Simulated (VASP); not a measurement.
# FeS2 (Pnnm) in VASP: further runs

FeS2 is run at these levels: PBE; tasks: single point, relaxation of shape and atoms at fixed volume.

All numbers are computed with VASP 6.6.1; they aren't measurements. Logs are shortened: lines on timing, memory, paths and dates and some standing lists are left out, and cuts for length are marked.

### Step 1. The cell of the first run

Symmetry: Pnnm, No. 58, orthorhombic system. Conventional cell: a = 4.439 Å, b = 5.410 Å, c = 3.389 Å, α = 90.00°, β = 90.00°, γ = 90.00°. Within 2.9 Å of Fe (site symmetry 2/m) lie 6 S at 2.23 to 2.24 Å. S (site symmetry m) has 6 Fe at 2.23 to 3.63 Å and 12 S at 2.28 to 3.39 Å within 3.7 Å.

### Step 2. Single point, PBE

Input file INCAR:

```
PREC = Accurate ; ENCUT = 690
EDIFF = 1E-6 ; ISMEAR = 0
SIGMA = 0.02 ; LREAL = F
LASPH = T ; NELM = 120
ALGO = Normal ; ISIF = 2
LWAVE = F ; LCHARG = F
GGA = PE ; NBANDS = 37
GGA_COMPAT = F
```

Input file KPOINTS:

```
Automatic mesh
0
Gamma
  6 6 8
```

Input file POSCAR:

```
FeS2
1.0
    4.4389212667      0.0000000000      0.0000000000
    0.0000000000      5.4097833864      0.0000000000
    0.0000000000      0.0000000000      3.3893446617
Fe S
2 4
Direct
    0.0000000000      0.0000000000      0.0000000000
    0.5000000000      0.5000000000      0.5000000000
    0.2062736458      0.3751842722      0.0000000000
    0.2937263542      0.8751842722      0.5000000000
    0.7937263542      0.6248157278      0.0000000000
    0.7062736458      0.1248157278      0.5000000000
```

Potentials or basis: VASP PAW PBE potentials, release 64 (Fe_sv, S).

Command:

```sh
cat potpaw_PBE.64/Fe_sv/POTCAR potpaw_PBE.64/S/POTCAR > POTCAR
mpirun -np 1 vasp_std > vasp.out
```

OUTCAR:

```text
PREC = Accurate
   ENCUT = 690
   EDIFF = 1E-6
   ISMEAR = 0
   LREAL = F
   LASPH = T
   NELM = 120
   ISIF = 2
   GGA = PE

 ion  position               nearest neighbor table
   1  0.000  0.000  0.000-   3 2.23   5 2.23   4 2.24   6 2.24   4 2.24   6 2.24
   2  0.500  0.500  0.500-   4 2.23   6 2.23   5 2.24   3 2.24   3 2.24   5 2.24
   3  0.206  0.375  0.000-   1 2.23   2 2.24   2 2.24   5 2.28
   4  0.294  0.875  0.500-   2 2.23   1 2.24   1 2.24   6 2.28
   5  0.794  0.625  0.000-   1 2.23   2 2.24   2 2.24   3 2.28
   6  0.706  0.125  0.500-   2 2.23   1 2.24   1 2.24   4 2.28

  LATTYP: Found a simple orthorhombic cell.
 ALAT       =     3.3893446617
 B/A-ratio  =     1.3096694818
 C/A-ratio  =     1.5961148618

  Lattice vectors:

 A1 = (   0.0000000000,   0.0000000000,   3.3893446617)
 A2 = (   4.4389212667,   0.0000000000,   0.0000000000)
 A3 = (   0.0000000000,   5.4097833864,   0.0000000000)

Analysis of symmetry for initial positions (statically):
=====================================================================
 Subroutine PRICEL returns:
 Original cell was already a primitive cell.

 Routine SETGRP: Setting up the symmetry group for a
 simple orthorhombic supercell.

 Subroutine GETGRP returns: Found  8 space group operations
 (whereof  4 operations were pure point group operations)
 out of a pool of  8 trial point group operations.

The static configuration has the point symmetry C_2h.
 The point group associated with its full space group is D_2h.

Analysis of symmetry for dynamics (positions and initial velocities):
=====================================================================
 Subroutine PRICEL returns:
 Original cell was already a primitive cell.

 Routine SETGRP: Setting up the symmetry group for a
 simple orthorhombic supercell.

 Subroutine GETGRP returns: Found  8 space group operations
 (whereof  4 operations were pure point group operations)
 out of a pool of  8 trial point group operations.

The dynamic configuration has the point symmetry C_2h.
 The point group associated with its full space group is D_2h.

 Subroutine INISYM returns: Found  8 space group operations
 (whereof  4 operations are pure point group operations),
 and found     1 'primitive' translations

----------------------------------------------------------------------------------------

                                     Primitive cell

  volume of cell :      81.3904

  direct lattice vectors                    reciprocal lattice vectors
     4.438921267  0.000000000  0.000000000     0.225279959  0.000000000  0.000000000
     0.000000000  5.409783386  0.000000000     0.000000000  0.184850285  0.000000000
     0.000000000  0.000000000  3.389344662     0.000000000  0.000000000  0.295042287

  length of vectors
     4.438921267  5.409783386  3.389344662     0.225279959  0.184850285  0.295042287

  position of ions in fractional coordinates (direct lattice)
     0.000000000  0.000000000  0.000000000
     0.500000000  0.500000000  0.500000000
     0.206273646  0.375184272  0.000000000
     0.293726354  0.875184272  0.500000000
     0.793726354  0.624815728  0.000000000
     0.706273646  0.124815728  0.500000000

  ion indices of the primitive-cell ions
   primitive index   ion index
                 1           1
                 2           2
                 3           3
                 4           4
                 5           5
                 6           6

----------------------------------------------------------------------------------------

 KPOINTS: Automatic mesh

Automatic generation of k-mesh.
 Grid dimensions read from file:
 generate k-points for:    6    6    8

 Generating k-lattice:

  Cartesian coordinates                     Fractional coordinates (reciprocal lattice)
     0.037546660  0.000000000  0.000000000     0.166666667  0.000000000  0.000000000
     0.000000000  0.030808381  0.000000000     0.000000000  0.166666667  0.000000000
     0.000000000  0.000000000  0.036880286     0.000000000  0.000000000  0.125000000

  Length of vectors
     0.037546660  0.030808381  0.036880286

  Shift w.r.t. Gamma in fractional coordinates (k-lattice)
     0.000000000  0.000000000  0.000000000

 Subroutine IBZKPT returns following result:
 ===========================================

 Found     80 irreducible k-points:

 Following reciprocal coordinates:
            Coordinates               Weight
  0.000000  0.000000  0.000000      1.000000
  0.166667  0.000000  0.000000      2.000000
  0.333333  0.000000  0.000000      2.000000
  0.500000  0.000000  0.000000      1.000000
  0.000000  0.166667  0.000000      2.000000
  0.166667  0.166667  0.000000      4.000000
[... 16 lines left out ...]
  0.333333  0.166667  0.125000      8.000000
  0.500000  0.166667  0.125000      4.000000
 [... further k-points ...]
   k-points           NKPTS =     80   k-points in BZ     NKDIM =     80   number of bands    NBANDS=     37
   number of dos      NEDOS =    301   number of ions     NIONS =      6
   total plane-waves  NPLWV =  57600
   dimension x,y,z NGX =    40 NGY =   48 NGZ =   30
   dimension x,y,z NGXF=    80 NGYF=   96 NGZF=   60
   ions per type =               2   4
   NGX,Y,Z   is equivalent  to a cutoff of  14.98, 14.75, 14.71 a.u.
   NGXF,Y,Z  is equivalent  to a cutoff of  29.96, 29.50, 29.43 a.u.
 SYSTEM =  unknown system
   PREC   = accura    normal or accurate (medium, high low for compatibility)
   ISTART =      0    job   : 0-new  1-cont  2-samecut
   ICHARG =      2    charge: 1-file 2-atom 10-const
   ISPIN  =      1    spin polarized calculation?
   LNONCOLLINEAR =      F non collinear calculations
   LSORBIT =      F    spin-orbit coupling
   LASPH  =      T    aspherical Exc in radial PAW
   ENCUT  =  690.0 eV  50.71 Ry    7.12 a.u.   9.51 11.59  7.26*2*pi/ulx,y,z
   NELM   =    120;   NELMIN=  2; NELMDL= -5     # of ELM steps
   EDIFF  = 0.1E-05   stopping-criterion for ELM
   LREAL  =      F    real-space projection
   EDIFFG = 0.1E-04   stopping-criterion for IOM
   NSW    =      0    number of steps for IOM
   IBRION =     -1    ionic relax: 0-MD 1-quasi-New 2-CG
   NFREE  =      0    steps in history (QN), initial steepest desc. (CG)
   ISIF   =      2    stress and relaxation
   ISYM   =      2    0-nonsym 1-usesym 2-fastsym
   POTIM  = 0.5000    time-step for ionic-motion
   TEBEG  =    0.0;   TEEND  =   0.0 temperature during run
   PSTRESS=    0.0 pullay stress
   NELECT =      56.0000    total number of electrons
   NUPDOWN=      -1.0000    fix difference up-down
   EMIN   =  10.00;   EMAX   =-10.00  energy-range for DOS
   EFERMI =   0.00;   METHOD = LEGACY
   ISMEAR =     0;   SIGMA  =   0.02  broadening in eV -4-tet -1-fermi 0-gaus
   EFERMI_NEDOS =   21; number of points for ismear=-14 and -15
   IALGO  =     38    algorithm
   IMIX   =      4    mixing-type and parameters
     AMIX     =   0.40;   BMIX     =  1.00
     AMIX_MAG =   1.60;   BMIX_MAG =  1.00
  volume/ion in A,a.u.               =      13.57        91.54
  Fermi-wavevector in a.u.,A,eV,Ry     =   1.445262  2.731149 28.419595  2.088781
  Thomas-Fermi vector in A             =   2.563464
   LORBIT       =      0    0 simple, 1 ext, 2 COOP (PROOUT), +10 PAW based schemes
   GGA     = PE    functional components
   LHFCALC =     F    Hartree Fock is set to
   AEXX    =    0.0000 exact exchange contribution
   IVDW    =     0    specifies the selected vdW correction
   LEPSILON=     F    determine dielectric tensor
   LRPA    =     F    only Hartree local field effects (RPA)
 non-spin polarized calculation
 Gauss-broadening in eV      SIGMA  =   0.02
  energy-cutoff  :      690.00
  volume of cell :       81.39
 maximum number of plane-waves:      3376
 NGX is ok and might be reduce to    40
   NGX = 19   NGY = 23   NGZ = 15

 number of electron      55.9999998 magnetization

 Free energy of the ion-electron system (eV)
  ---------------------------------------------------
  ext. energy  EPLUGINS =         0.00000000
  ---------------------------------------------------
  free energy    TOTEN  =       -36.38540149 eV

  energy without entropy =      -36.38540149  energy(sigma->0) =      -36.38540149

 E-fermi :   9.7614     XC(G=0): -11.8802

 val. band max:        9.4680029453   @ k =   0.1667   0.0000   0.2500
 cond. band min:      10.3615134390   @ k =   0.0000   0.5000   0.5000
 fundamental gap:      0.8935104936
 Fermi energy:         9.7613561483

 k-point     1 :       0.0000    0.0000    0.0000
  band No.  band energies     occupation
      1     -77.0876      2.00000
      2     -77.0874      2.00000
      3     -43.2813      2.00000
      4     -43.2803      2.00000
      5     -43.1457      2.00000
      6     -43.1454      2.00000
[... 29 lines left out ...]
     36      15.2356      0.00000
     37      17.0498      0.00000

 k-point     2 :       0.1667    0.0000    0.0000
  band No.  band energies     occupation
      1     -77.0876      2.00000
      2     -77.0874      2.00000
      3     -43.2812      2.00000
      4     -43.2804      2.00000
      5     -43.1456      2.00000
      6     -43.1455      2.00000
[... 29 lines left out ...]
     36      15.6169      0.00000
     37      16.1755      0.00000

 k-point     3 :       0.3333    0.0000    0.0000
  band No.  band energies     occupation
      1     -77.0875      2.00000
      2     -77.0874      2.00000
      3     -43.2811      2.00000
      4     -43.2807      2.00000
      5     -43.1457      2.00000
      6     -43.1456      2.00000
[... 29 lines left out ...]
     36      15.0918      0.00000
     37      16.2020      0.00000
[... 761 lines left out ...]
 k-point    23 :       0.3333    0.1667    0.1250
  band No.  band energies     occupation
      1     -77.0874      2.00000
      2     -77.0874      2.00000
      3     -43.2809      2.00000
      4     -43.2805      2.00000
      5     -43.1455      2.00000
      6     -43.1454      2.00000
[... 29 lines left out ...]
     36      16.1460      0.00000
     37      16.7221      0.00000

 k-point    24 :       0.5000    0.1667    0.1250
  band No.  band energies     occupation
      1     -77.0874      2.00000
      2     -77.0874      2.00000
      3     -43.2807      2.00000
      4     -43.2807      2.00000
      5     -43.1454      2.00000
      6     -43.1454      2.00000
[... 29 lines left out ...]
     36      15.7001      0.00000
     37      17.2109      0.00000

 [... further k-points ...]

------------------------ aborting loop because EDIFF is reached ----------------------------------------

  FORCE on cell =-STRESS in cart. coord.  units (eV):
  Direction    XX          YY          ZZ          XY          YZ          ZX
  --------------------------------------------------------------------------------------
  -------------------------------------------------------------------------------------
  Total       -0.3454279     -0.3627817     -0.3190694      0.0000000      0.0000000      0.0000000
  in kB       -6.7997819     -7.1413915     -6.2809117      0.0000000      0.0000000      0.0000000
  external PRESSURE =      -6.7406950 kB  Pullay stress =       0.0000000 kB

 VOLUME and BASIS-vectors are now :
 -----------------------------------------------------------------------------
  energy-cutoff  :      690.00
  volume of cell :       81.39
      direct lattice vectors                 reciprocal lattice vectors
     4.438921267  0.000000000  0.000000000     0.225279959  0.000000000  0.000000000
     0.000000000  5.409783386  0.000000000     0.000000000  0.184850285  0.000000000
     0.000000000  0.000000000  3.389344662     0.000000000  0.000000000  0.295042287

 POSITION                                       TOTAL-FORCE (eV/Angst)
 -----------------------------------------------------------------------------------
      0.00000      0.00000      0.00000         0.000000      0.000000      0.000000
      2.21946      2.70489      1.69467         0.000000      0.000000      0.000000
      0.91563      2.02967      0.00000        -0.010673      0.009200      0.000000
      1.30383      4.73456      1.69467         0.010673      0.009200      0.000000
      3.52329      3.38012      0.00000         0.010673     -0.009200      0.000000
      3.13509      0.67523      1.69467        -0.010673     -0.009200      0.000000
 -----------------------------------------------------------------------------------
    total drift:                                0.000000      0.000000     -0.000000

  FREE ENERGIE OF THE ION-ELECTRON SYSTEM (eV)
  ---------------------------------------------------
  free  energy   TOTEN  =       -36.3854014950 eV

  energy  without entropy=      -36.3854014950  energy(sigma->0) =      -36.38540149
```

It took 7.9 min on 1 thread of AMD EPYC 7R43 (Zen 3), shared host; peak memory 0.38 GiB.

Results:

```yaml
Free_energy: -36.3854 eV
Pressure: -0.7 GPa
Largest_force: 0.014 eV/Å
Band_gap_on_the_k_mesh: 0.89 eV (least direct gap 1.21 eV)
```

Forces in eV/Å, atoms in the order of the input:
```
Fe   0.000  0.000  0.000
Fe   0.000  0.000  0.000
S   -0.011  0.009  0.000
S    0.011  0.009  0.000
S    0.011 -0.009  0.000
S   -0.011 -0.009  0.000
```

### Step 3. Relaxation of shape and atoms at fixed volume, PBE (14.92 Å³/atom)

This run uses another cell than the first one, of 14.92 Å³/atom.

Input file INCAR:

```
SYSTEM = FeS2
ALGO     = Normal         ! electronic algorithm
EDIFF    = 1E-7           ! SCF threshold, eV
EDIFFG   = -0.01          ! ionic threshold
ENCUT    = 600            ! plane-wave cutoff, eV
GGA      = PE             ! functional
GGA_COMPAT= .False.      
IBRION   = 2              ! ionic algorithm
ISIF     = 4              ! what is computed and relaxed
ISMEAR   = 0              ! smearing method
LASPH    = .True.         ! aspherical terms in the spheres
LCHARG   = .False.        ! write CHGCAR
LREAL    = .False.        ! projectors in reciprocal space
LWAVE    = .False.        ! write WAVECAR
NELM     = 120            ! most SCF steps
NELMIN   = 4            
NSW      = 50             ! ionic steps
PREC     = Accurate       ! precision mode
SIGMA    = 0.02           ! smearing width, eV
```

Input file KPOINTS:

```
k-points
0
Gamma
  6 6 8
  0 0 0
```

Input file POSCAR:

```
FeS2
1.0
    4.5913897907      0.0000000000      0.0000000000
    0.0000000000      5.5782175057      0.0000000000
    0.0000000000      0.0000000000      3.4956354012
Fe S
2 4
Direct
    0.0000000000      0.0000000000      0.0000000000
    0.5000000000      0.5000000000      0.5000000000
    0.2080245672      0.3750092903      0.0000000000
    0.2919754328      0.8750092903      0.5000000000
    0.7919754328      0.6249907097      0.0000000000
    0.7080245672      0.1249907097      0.5000000000
```

Potentials or basis: VASP PAW PBE potentials, release 64 (Fe, S).

Command:

```sh
cat potpaw_PBE.64/Fe/POTCAR potpaw_PBE.64/S/POTCAR > POTCAR
mpirun -np 1 vasp_std > vasp.out
```

It took 14 min on 1 thread of Oxide Virtual Turin-like, shared host; peak memory 0.31 GiB.

Results (log left out):

```
Free energy                  : -35.7930 eV
Energy gained by relaxing    : 0.0 meV/atom
Ionic steps                  : 3
Pressure after relaxing      : -11.4 GPa
Largest force after relaxing : 0.006 eV/Å
Band gap on the k mesh       : 0.64 eV (least direct gap 0.91 eV)
```

Forces on the atoms (eV/Å):
```
Fe   0.000  0.000  0.000
Fe   0.000  0.000  0.000
S    0.000  0.006  0.000
S    0.000  0.006  0.000
S    0.000 -0.006  0.000
S    0.000 -0.006  0.000
```

Stress tensor (GPa, compression positive):
```
-11.40   0.00   0.00
  0.00 -11.28   0.00
  0.00   0.00 -11.37
```

Step by step:
```csv
step,energy change (eV),largest force (eV/Å),pressure (GPa),volume (Å³)
1,0.0000,0.0324,-11.37,89.53
2,-0.0002,0.0135,-11.35,89.53
3,-0.0002,0.0058,-11.35,89.53
```

Final structure:
```xyz
6
Lattice="4.5951 0.0000 0.0000 0.0000 5.5744 0.0000 0.0000 0.0000 3.4952" Properties=species:S:1:pos:R:3 pbc="T T T"
Fe    0.0000    0.0000    0.0000
Fe    2.2975    2.7872    1.7476
S     0.9568    2.0925    0.0000
S     1.3408    4.8797    1.7476
S     3.6383    3.4819    0.0000
S     3.2543    0.6947    1.7476
```

Levels at points of the mesh, in eV from the valence-band top:
```tsv
k point	band 17	band 18	band 19	band 20	band 21	band 22	band 23	band 24
(0.00, 0.00, 0.00)	-0.74	-0.62	-0.59	-0.33	0.97	1.15	2.24	2.75
(0.50, 0.00, 0.00)	-0.51	-0.51	-0.11	-0.11	1.57	1.57	1.74	1.74
(0.00, 0.50, 0.00)	-0.64	-0.64	-0.25	-0.25	0.92	0.92	2.16	2.16
(0.50, 0.50, 0.00)	-0.89	-0.89	-0.72	-0.72	1.11	1.11	1.89	1.89
(0.00, 0.00, 0.50)	-0.67	-0.67	-0.33	-0.33	1.22	1.22	1.49	1.49
(0.50, 0.00, 0.50)	-0.59	-0.59	-0.27	-0.27	1.27	1.27	1.46	1.46
(0.00, 0.50, 0.50)	-1.12	-1.12	-0.30	-0.30	0.64	0.64	2.14	2.14
(0.50, 0.50, 0.50)	-0.42	-0.42	-0.29	-0.29	1.29	1.29	1.82	1.82
```

A k mesh can miss the band edges. Spin polarisation is off, so any magnetic state and its effect on volume and gap are missing.
